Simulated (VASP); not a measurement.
Input of a VASP 6.6.1 run:

Contents of POSCAR:

```
Si2W
1.0
    3.2112931008      0.0000000000      0.0000000000
    0.0000000000      3.2112931008      0.0000000000
    0.0000000000      0.0000000000     20.3828727967
Si W
6 3
Direct
    0.0000000000      0.0000000000      0.2453039888
    0.0000000000      0.0000000000      0.3717953145
    0.5000000000      0.5000000000      0.4367543372
    0.5000000000      0.5000000000      0.5632456628
    0.0000000000      0.0000000000      0.6282046855
    0.0000000000      0.0000000000      0.7546960112
    0.5000000000      0.5000000000      0.3085496516
    0.0000000000      0.0000000000      0.5000000000
    0.5000000000      0.5000000000      0.6914503484
```

INCAR.step1

```
PREC = Accurate ; ENCUT = 520
ISMEAR = 0 ; SIGMA = 0.1
LREAL = False ; LASPH = True
NELM = 60 ; LDIPOL = True
IDIPOL = 3 ; DIPOL = 0.5 0.5 0.500
NBANDS = 43 ; GGA = PE
ALGO = Normal ; EDIFF = 1E-4
LWAVE = True ; LCHARG = False
```

INCAR.step2

```
PREC = Accurate ; ENCUT = 520
EDIFF = 1E-7 ; ISMEAR = 0
SIGMA = 0.1 ; LREAL = False
LASPH = True ; NELM = 60
ALGO = Normal ; ISIF = 2
LWAVE = False ; LCHARG = False
LDIPOL = True ; IDIPOL = 3
DIPOL = 0.5 0.5 0.500 ; METAGGA = R2SCAN
LMIXTAU = True ; NBANDS = 43
ISTART = 1
```

File KPOINTS:

```
regular mesh
0
Gamma
  11 11 1
```

Potentials or basis: VASP PAW PBE potentials, release 64 (Si, W_sv).

Command:

```bash
$ cat potpaw_PBE.64/Si/POTCAR potpaw_PBE.64/W_sv/POTCAR > POTCAR
$ cp INCAR.step1 INCAR
$ mpirun -np 1 vasp_std > vasp.out
$ cp INCAR.step2 INCAR
$ mpirun -np 1 vasp_std > vasp.out
```

Question: Estimate the band gap on the k mesh.

Answer: Zero (band 33 reaches 5.68 eV, above the bottom of band 34 at 4.76 eV).

Question: Estimate the largest force.

Answer: 0.446 eV/Å.

Forces on the atoms (eV/Å):
```
Si   0.000  0.000  0.405
Si   0.000  0.000 -0.310
Si   0.000  0.000 -0.446
Si   0.000  0.000  0.446
Si   0.000  0.000  0.310
Si   0.000  0.000 -0.405
W    0.000  0.000  0.218
W    0.000  0.000  0.000
W    0.000  0.000 -0.218
```

Caveat: the PAW data sets were made with another functional, which shifts forces and pressure a little; spin-orbit coupling is left out, which moves the levels of the heavy elements.
